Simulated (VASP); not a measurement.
# WS2 (P6_3/mmc) in VASP: notebook

The runs below take WS2 through single point, with PBE+D3(BJ).

Program: VASP 6.6.1. These are calculated values, not measurements. Logs are shortened: lines on timing, memory, paths and dates and some standing lists are left out, and cuts for length are marked.

## 1. The cell of the first run

Symmetry: P6_3/mmc, No. 194, hexagonal system. Conventional cell: a = 3.028 Å, b = 3.028 Å, c = 11.169 Å, α = 90.00°, β = 90.00°, γ = 120.00°. W (site symmetry -6m2) has 6 S at 2.27 Å and 6 W at 3.03 Å within 3.1 Å. Within 3.3 Å of S (site symmetry 3m) lie 3 W at 2.27 Å and 10 S at 2.90 to 3.21 Å.

## 2. Single point, PBE+D3(BJ) (strain -0.040 along x and y, -0.080 along z)

Input file INCAR:

```
PREC = Accurate ; ENCUT = 520
EDIFF = 1E-6 ; ISMEAR = 0
SIGMA = 0.05 ; LREAL = F
LASPH = T ; NELM = 100
ALGO = Normal ; ISIF = 2
LWAVE = F ; LCHARG = F
GGA = PE ; IVDW = 12
NBANDS = 35
```

Input file KPOINTS:

```
Automatic mesh
0
Gamma
  12 12 4
```

Input file POSCAR:

```
WS2
1.0
    3.0280379359      0.0000000000      0.0000000000
   -1.5140189679      2.6223577761      0.0000000000
    0.0000000000      0.0000000000     11.1687164036
W S
2 4
Direct
    0.3333333333      0.6666666667      0.2500000000
    0.6666666667      0.3333333333      0.7500000000
    0.3333333333      0.6666666667      0.6202874207
    0.6666666667      0.3333333333      0.1202874207
    0.3333333333      0.6666666667      0.8797125793
    0.6666666667      0.3333333333      0.3797125793
```

Potentials or basis: VASP PAW PBE potentials, release 64 (W_sv, S).

Command:

```console
$ cat potpaw_PBE.64/W_sv/POTCAR potpaw_PBE.64/S/POTCAR > POTCAR
$ mpirun -np 1 vasp_std > vasp.out
```

OUTCAR:

```text
PREC = Accurate
   ENCUT = 520
   EDIFF = 1E-6
   ISMEAR = 0
   LREAL = F
   LASPH = T
   NELM = 100
   ISIF = 2
   GGA = PE
   IVDW = 12
 IVDW          = 12

 ion  position               nearest neighbor table
   1  0.333  0.667  0.250-   4 2.27   6 2.27   4 2.27   6 2.27   4 2.27   6 2.27
   2  0.667  0.333  0.750-   3 2.27   5 2.27   3 2.27   5 2.27   3 2.27   5 2.27
   3  0.333  0.667  0.620-   2 2.27   2 2.27   2 2.27
   4  0.667  0.333  0.120-   1 2.27   1 2.27   1 2.27
   5  0.333  0.667  0.880-   2 2.27   2 2.27   2 2.27
   6  0.667  0.333  0.380-   1 2.27   1 2.27   1 2.27

  LATTYP: Found a hexagonal cell.
 ALAT       =     3.0280379359
 C/A-ratio  =     3.6884334477

  Lattice vectors:

 A1 = (   3.0280379359,   0.0000000000,   0.0000000000)
 A2 = (  -1.5140189679,   2.6223577761,   0.0000000000)
 A3 = (   0.0000000000,   0.0000000000,  11.1687164036)

Analysis of symmetry for initial positions (statically):
=====================================================================
 Subroutine PRICEL returns:
 Original cell was already a primitive cell.

 Routine SETGRP: Setting up the symmetry group for a
 hexagonal supercell.

 Subroutine GETGRP returns: Found 24 space group operations
 (whereof 12 operations were pure point group operations)
 out of a pool of 24 trial point group operations.

The static configuration has the point symmetry D_3d.
 The point group associated with its full space group is D_6h.

Analysis of symmetry for dynamics (positions and initial velocities):
=====================================================================
 Subroutine PRICEL returns:
 Original cell was already a primitive cell.

 Routine SETGRP: Setting up the symmetry group for a
 hexagonal supercell.

 Subroutine GETGRP returns: Found 24 space group operations
 (whereof 12 operations were pure point group operations)
 out of a pool of 24 trial point group operations.

The dynamic configuration has the point symmetry D_3d.
 The point group associated with its full space group is D_6h.

 Subroutine INISYM returns: Found 24 space group operations
 (whereof 12 operations are pure point group operations),
 and found     1 'primitive' translations

----------------------------------------------------------------------------------------

                                     Primitive cell

  volume of cell :      88.6863

  direct lattice vectors                    reciprocal lattice vectors
     3.028037936  0.000000000  0.000000000     0.330246853  0.190668110  0.000000000
    -1.514018968  2.622357776  0.000000000     0.000000000  0.381336219  0.000000000
     0.000000000  0.000000000 11.168716404     0.000000000  0.000000000  0.089535804

  length of vectors
     3.028037936  3.028037936 11.168716404     0.381336219  0.381336219  0.089535804

  position of ions in fractional coordinates (direct lattice)
     0.333333333  0.666666667  0.250000000
     0.666666667  0.333333333  0.750000000
     0.333333333  0.666666667  0.620287421
     0.666666667  0.333333333  0.120287421
     0.333333333  0.666666667  0.879712579
     0.666666667  0.333333333  0.379712579

  ion indices of the primitive-cell ions
   primitive index   ion index
                 1           1
                 2           2
                 3           3
                 4           4
                 5           5
                 6           6

----------------------------------------------------------------------------------------

 KPOINTS: Automatic mesh

Automatic generation of k-mesh.
 Grid dimensions read from file:
 generate k-points for:   12   12    4

 Generating k-lattice:

  Cartesian coordinates                     Fractional coordinates (reciprocal lattice)
     0.027520571  0.015889009  0.000000000     0.083333333  0.000000000  0.000000000
     0.000000000  0.031778018  0.000000000     0.000000000  0.083333333  0.000000000
     0.000000000  0.000000000  0.022383951     0.000000000  0.000000000  0.250000000

  Length of vectors
     0.031778018  0.031778018  0.022383951

  Shift w.r.t. Gamma in fractional coordinates (k-lattice)
     0.000000000  0.000000000  0.000000000

 Subroutine IBZKPT returns following result:
 ===========================================

 Found     57 irreducible k-points:

 Following reciprocal coordinates:
            Coordinates               Weight
  0.000000  0.000000  0.000000      1.000000
  0.083333 -0.000000  0.000000      6.000000
  0.166667 -0.000000  0.000000      6.000000
  0.250000  0.000000  0.000000      6.000000
  0.333333  0.000000  0.000000      6.000000
  0.416667  0.000000  0.000000      6.000000
[... 16 lines left out ...]
  0.250000  0.000000  0.250000     12.000000
  0.333333  0.000000  0.250000     12.000000
 [... further k-points ...]
   k-points           NKPTS =     57   k-points in BZ     NKDIM =     57   number of bands    NBANDS=     35
   number of dos      NEDOS =    301   number of ions     NIONS =      6
   total plane-waves  NPLWV =  48384
   dimension x,y,z NGX =    24 NGY =   24 NGZ =   84
   dimension x,y,z NGXF=    48 NGYF=   48 NGZF=  168
   ions per type =               2   4
   NGX,Y,Z   is equivalent  to a cutoff of  13.18, 13.18, 12.50 a.u.
   NGXF,Y,Z  is equivalent  to a cutoff of  26.35, 26.35, 25.01 a.u.
 SYSTEM =  unknown system
   PREC   = accura    normal or accurate (medium, high low for compatibility)
   ISTART =      0    job   : 0-new  1-cont  2-samecut
   ICHARG =      2    charge: 1-file 2-atom 10-const
   ISPIN  =      1    spin polarized calculation?
   LNONCOLLINEAR =      F non collinear calculations
   LSORBIT =      F    spin-orbit coupling
   LASPH  =      T    aspherical Exc in radial PAW
   ENCUT  =  520.0 eV  38.22 Ry    6.18 a.u.   5.63  5.63 20.77*2*pi/ulx,y,z
   NELM   =    100;   NELMIN=  2; NELMDL= -5     # of ELM steps
   EDIFF  = 0.1E-05   stopping-criterion for ELM
   LREAL  =      F    real-space projection
   EDIFFG = 0.1E-04   stopping-criterion for IOM
   NSW    =      0    number of steps for IOM
   IBRION =     -1    ionic relax: 0-MD 1-quasi-New 2-CG
   NFREE  =      0    steps in history (QN), initial steepest desc. (CG)
   ISIF   =      2    stress and relaxation
   ISYM   =      2    0-nonsym 1-usesym 2-fastsym
   POTIM  = 0.5000    time-step for ionic-motion
   TEBEG  =    0.0;   TEEND  =   0.0 temperature during run
   PSTRESS=    0.0 pullay stress
   NELECT =      52.0000    total number of electrons
   NUPDOWN=      -1.0000    fix difference up-down
   EMIN   =  10.00;   EMAX   =-10.00  energy-range for DOS
   EFERMI =   0.00;   METHOD = LEGACY
   ISMEAR =     0;   SIGMA  =   0.05  broadening in eV -4-tet -1-fermi 0-gaus
   EFERMI_NEDOS =   21; number of points for ismear=-14 and -15
   IALGO  =     38    algorithm
   IMIX   =      4    mixing-type and parameters
     AMIX     =   0.40;   BMIX     =  1.00
     AMIX_MAG =   1.60;   BMIX_MAG =  1.00
  volume/ion in A,a.u.               =      14.78        99.75
  Fermi-wavevector in a.u.,A,eV,Ry     =   1.370220  2.589341 25.544993  1.877504
  Thomas-Fermi vector in A             =   2.496026
   LORBIT       =      0    0 simple, 1 ext, 2 COOP (PROOUT), +10 PAW based schemes
   GGA     = PE    functional components
   LHFCALC =     F    Hartree Fock is set to
   AEXX    =    0.0000 exact exchange contribution
   IVDW    =    12    specifies the selected vdW correction
   LEPSILON=     F    determine dielectric tensor
   LRPA    =     F    only Hartree local field effects (RPA)
 non-spin polarized calculation
 Gauss-broadening in eV      SIGMA  =   0.05
  energy-cutoff  :      520.00
  volume of cell :       88.69
 maximum number of plane-waves:      2418
 NGX is ok and might be reduce to    24
   NGX = 11   NGY = 11   NGZ = 41

 number of electron      51.9999998 magnetization

 Free energy of the ion-electron system (eV)
  ---------------------------------------------------
  ext. energy  EPLUGINS =         0.00000000
  ---------------------------------------------------
  free energy    TOTEN  =       -44.83670538 eV

  energy without entropy =      -44.83670538  energy(sigma->0) =      -44.83670538

 E-fermi :  10.8157     XC(G=0): -11.9273

 val. band max:       10.6037855104   @ k =   0.0000   0.0000   0.0000
 cond. band min:      11.0418403030   @ k =   0.1667   0.1667   0.0000
 fundamental gap:      0.4380547926
 Fermi energy:        10.8156760037

 k-point     1 :       0.0000    0.0000    0.0000
  band No.  band energies     occupation
      1     -64.4048      2.00000
      2     -64.4048      2.00000
      3     -28.8900      2.00000
      4     -28.8897      2.00000
      5     -28.5755      2.00000
      6     -28.5755      2.00000
[... 27 lines left out ...]
     34      13.2824      0.00000
     35      15.0908      0.00000

 k-point     2 :       0.0833   -0.0000    0.0000
  band No.  band energies     occupation
      1     -64.4023      2.00000
      2     -64.4023      2.00000
      3     -28.8817      2.00000
      4     -28.8814      2.00000
      5     -28.6187      2.00000
      6     -28.6187      2.00000
[... 27 lines left out ...]
     34      13.1486      0.00000
     35      15.7154      0.00000

 k-point     3 :       0.1667   -0.0000    0.0000
  band No.  band energies     occupation
      1     -64.3956      2.00000
      2     -64.3956      2.00000
      3     -28.8589      2.00000
      4     -28.8586      2.00000
      5     -28.7352      2.00000
      6     -28.7352      2.00000
[... 27 lines left out ...]
     34      13.5824      0.00000
     35      17.2457      0.00000

 k-point     4 :       0.2500    0.0000    0.0000
  band No.  band energies     occupation
      1     -64.3864      2.00000
      2     -64.3864      2.00000
      3     -28.8908      2.00000
      4     -28.8907      2.00000
      5     -28.8277      2.00000
      6     -28.8274      2.00000
[... 27 lines left out ...]
     34      14.4188      0.00000
     35      17.5613      0.00000

 k-point     5 :       0.3333    0.0000    0.0000
  band No.  band energies     occupation
      1     -64.3772      2.00000
      2     -64.3772      2.00000
      3     -29.0425      2.00000
      4     -29.0425      2.00000
      5     -28.7962      2.00000
      6     -28.7960      2.00000
[... 638 lines left out ...]
 k-point    22 :       0.1667   -0.0000    0.2500
  band No.  band energies     occupation
      1     -64.3956      2.00000
      2     -64.3956      2.00000
      3     -28.8589      2.00000
      4     -28.8587      2.00000
      5     -28.7352      2.00000
      6     -28.7352      2.00000
[... 27 lines left out ...]
     34      13.5659      0.00000
     35      17.1841      0.00000

 k-point    23 :       0.2500    0.0000    0.2500
  band No.  band energies     occupation
      1     -64.3864      2.00000
      2     -64.3864      2.00000
      3     -28.8908      2.00000
      4     -28.8907      2.00000
      5     -28.8276      2.00000
      6     -28.8274      2.00000
[... 27 lines left out ...]
     34      14.3643      0.00000
     35      17.2333      0.00000

 k-point    24 :       0.3333    0.0000    0.2500
  band No.  band energies     occupation
      1     -64.3772      2.00000
      2     -64.3772      2.00000
      3     -29.0425      2.00000
      4     -29.0425      2.00000
      5     -28.7962      2.00000
      6     -28.7960      2.00000
[... 27 lines left out ...]
     34      14.9676      0.00000
     35      16.1706      0.00000

 [... further k-points ...]

------------------------ aborting loop because EDIFF is reached ----------------------------------------

 Edisp (eV)   -3.10722

 E8    (eV) :    -1.3092

  FORCE on cell =-STRESS in cart. coord.  units (eV):
  Direction    XX          YY          ZZ          XY          YZ          ZX
  --------------------------------------------------------------------------------------
  -------------------------------------------------------------------------------------
  Total      19.86138    19.86138    27.69728     0.00000    -0.00000     0.00000
  in kB     358.80914   358.80914   500.36983     0.00000    -0.00000     0.00000
  external pressure =      406.00 kB  Pullay stress =        0.00 kB

 VOLUME and BASIS-vectors are now :
 -----------------------------------------------------------------------------
  energy-cutoff  :      520.00
  volume of cell :       88.69
      direct lattice vectors                 reciprocal lattice vectors
     3.028037936  0.000000000  0.000000000     0.330246853  0.190668110  0.000000000
    -1.514018968  2.622357776  0.000000000     0.000000000  0.381336219  0.000000000
     0.000000000  0.000000000 11.168716404     0.000000000  0.000000000  0.089535804

 POSITION                                       TOTAL-FORCE (eV/Angst)
 -----------------------------------------------------------------------------------
     -0.00000      1.74824      2.79218        -0.000000      0.000000     -0.000000
      1.51402      0.87412      8.37654         0.000000     -0.000000     -0.000000
     -0.00000      1.74824      6.92781        -0.000000      0.000000     -4.238780
      1.51402      0.87412      1.34346         0.000000      0.000000     -4.238780
     -0.00000      1.74824      9.82526        -0.000000     -0.000000      4.238780
      1.51402      0.87412      4.24090         0.000000     -0.000000      4.238780
 -----------------------------------------------------------------------------------
    total drift:                                0.000000     -0.000000      0.000000

  FREE ENERGIE OF THE ION-ELECTRON SYSTEM (eV)
  ---------------------------------------------------
  free  energy   TOTEN  =       -47.9439206143 eV

  energy  without entropy=      -47.9439206143  energy(sigma->0) =      -47.94392061
```

Run time: 1.8 min. Hardware: 1 thread of AMD EPYC 9R45 (Zen 5), shared host; peak memory 0.27 GiB.

What came out:

```yaml
Free_energy: -47.9439 eV
Pressure: 40.6 GPa
Largest_force: 4.239 eV/Å
Band_gap_on_the_k_mesh: 0.44 eV (least direct gap 1.86 eV)
Dispersion_energy_per_atom: -0.518 eV
```

Forces in eV/Å, atoms in the order of the input:
```
W    0.000  0.000  0.000
W    0.000  0.000  0.000
S    0.000  0.000 -4.239
S    0.000  0.000 -4.239
S    0.000  0.000  4.239
S    0.000  0.000  4.239
```

Levels at points of the mesh, in eV from the valence-band top:
```
           k point  band 22  band 23  band 24  band 25  band 26  band 27  band 28  band 29  band 30  band 31
(0.00, 0.00, 0.00)    -3.40    -3.40    -1.99    -1.50     0.00     1.88     1.88     1.91     1.91     2.24
(0.50, 0.00, 0.00)    -3.41    -2.99    -2.72    -2.60    -2.32     1.94     2.05     2.39     2.80     2.95
(0.00, 0.00, 0.50)    -3.45    -3.45    -3.45    -0.40    -0.40     1.88     1.88     1.88     1.88     2.46
(0.50, 0.00, 0.50)    -3.67    -2.79    -2.79    -2.48    -2.48     1.98     1.98     2.66     2.66     3.17
```

Caveat: the cell differs from its parent crystal (strain -0.040 along x and y, -0.080 along z); the cell stands under pressure; spin-orbit coupling is left out, which moves the levels of the heavy elements; forces of over 1 eV/Å act on the atoms, so gaps and moduli don't describe the material at rest.

## 3. Single point, PBE+D3(BJ) (strain -0.080 along x and y, +0.040 along z)

Input file INCAR:

```
ALGO = Normal
EDIFF = 1E-6
ENCUT = 520
GGA = PE
ISIF = 2
ISMEAR = 0
IVDW = 12
LASPH = True
LCHARG = True
LELF = True
LREAL = False
LVHAR = True
LWAVE = False
NBANDS = 35
NELM = 80
PREC = Accurate
SIGMA = 0.05
```

Input file KPOINTS:

```
k-points
0
Gamma
  12 12 4
```

Changes to POSCAR since step 2:

```diff
@@ -2,5 +2,5 @@
 1.0
-    3.0280379359      0.0000000000      0.0000000000
-   -1.5140189679      2.6223577761      0.0000000000
-    0.0000000000      0.0000000000     11.1687164036
+    2.9018696885      0.0000000000      0.0000000000
+   -1.4509348443      2.5130928687      0.0000000000
+    0.0000000000      0.0000000000     12.6255054998
 W S
```

Potentials or basis: VASP PAW PBE potentials, release 64 (W_sv, S).

Command:

```console
$ cat potpaw_PBE.64/W_sv/POTCAR potpaw_PBE.64/S/POTCAR > POTCAR
$ mpirun -np 1 vasp_std > vasp.out
```

Wall time 2 min (1 thread of AMD EPYC 9R45 (Zen 5), shared host); peak memory 0.28 GiB.

The run converged. Its results:

* Free energy: -48.2212 eV
* Pressure: 27.1 GPa
* Largest force: 0.857 eV/Å
* Band gap on the k mesh: 1.02 eV (least direct gap 1.82 eV)
* Dispersion energy per atom: -0.495 eV

Forces in eV/Å, atoms in the order of the input:
```
W    0.000  0.000  0.000
W    0.000  0.000  0.000
S    0.000  0.000 -0.857
S    0.000  0.000 -0.857
S    0.000  0.000  0.857
S    0.000  0.000  0.857
```

Stress tensor (GPa, compression positive):
```
36.48  0.00  0.00
 0.00 36.48  0.00
 0.00  0.00  8.21
```

Levels at points of the mesh, in eV from the valence-band top:
```tsv
k point	band 22	band 23	band 24	band 25	band 26	band 27	band 28	band 29	band 30	band 31
(0.00, 0.00, 0.00)	-0.83	-0.83	-0.79	-0.79	-0.37	3.55	3.55	3.70	3.70	3.70
(0.50, 0.00, 0.00)	-2.99	-1.32	-1.27	-0.67	-0.47	3.15	3.69	3.77	4.38	4.41
(0.00, 0.00, 0.50)	-0.81	-0.81	-0.81	-0.80	-0.80	3.61	3.61	3.61	3.61	3.73
(0.50, 0.00, 0.50)	-3.09	-1.29	-1.29	-0.57	-0.57	3.46	3.46	4.04	4.04	4.39
```

Caveat: the cell differs from its parent crystal (strain -0.080 along x and y, +0.040 along z); the cell stands under pressure; spin-orbit coupling is left out, which moves the levels of the heavy elements.

## 4. Single point, PBE+D3(BJ) (strain -0.040 along x and y, -0.040 along z)

Input file INCAR:

```
  ALGO = Normal
  EDIFF = 1E-6
  ENCUT = 520
  GGA = PE
  ISIF = 2
  ISMEAR = 0
  IVDW = 12
  LASPH = True
  LCHARG = False
  LREAL = False
  LWAVE = False
  NBANDS = 35
  NELM = 60
  PREC = Accurate
  SIGMA = 0.05
```

KPOINTS is that of step 3.

Changes to POSCAR since step 3:

```diff
@@ -2,5 +2,5 @@
 1.0
-    2.9018696885      0.0000000000      0.0000000000
-   -1.4509348443      2.5130928687      0.0000000000
-    0.0000000000      0.0000000000     12.6255054998
+    3.0280379359      0.0000000000      0.0000000000
+   -1.5140189679      2.6223577761      0.0000000000
+    0.0000000000      0.0000000000     11.6543127690
 W S
```

Command:

```console
$ cat potpaw_PBE.64/W_sv/POTCAR potpaw_PBE.64/S/POTCAR > POTCAR
$ mpirun -np 1 vasp_std > vasp.out
```

It took 1.9 min on 1 thread of AMD EPYC 9R45 (Zen 5), shared host; peak memory 0.28 GiB.

Results (log left out):

| Quantity | Value |
| --- | --- |
| Free energy | -48.8857 eV |
| Pressure | 27.0 GPa |
| Largest force | 2.540 eV/Å |
| Band gap on the k mesh | 0.72 eV (least direct gap 2.12 eV) |
| Dispersion energy per atom | -0.495 eV |

Forces on the atoms (eV/Å):
```
W    0.000  0.000  0.000
W    0.000  0.000  0.000
S    0.000  0.000 -2.540
S    0.000  0.000 -2.540
S    0.000  0.000  2.540
S    0.000  0.000  2.540
```

Stress tensor (GPa, compression positive):
```
26.11  0.00  0.00
 0.00 26.11  0.00
 0.00  0.00 28.71
```

Levels at points of the mesh, in eV from the valence-band top:
```tsv
k point	band 24	band 25	band 26	band 27	band 28	band 29
(0.00, 0.00, 0.00)	-1.81	-1.56	0.00	2.38	2.38	2.38
(0.50, 0.00, 0.00)	-2.17	-1.96	-1.92	2.55	2.62	2.69
(0.00, 0.00, 0.50)	-2.64	-0.41	-0.41	2.36	2.36	2.36
(0.50, 0.00, 0.50)	-2.11	-2.02	-2.02	2.57	2.57	3.00
```

Caveat: the cell differs from its parent crystal (strain -0.040 along x and y, -0.040 along z); the cell stands under pressure; spin-orbit coupling is left out, which moves the levels of the heavy elements; forces of over 1 eV/Å act on the atoms, so gaps and moduli don't describe the material at rest.

(Part 1 of 2 ends here.)
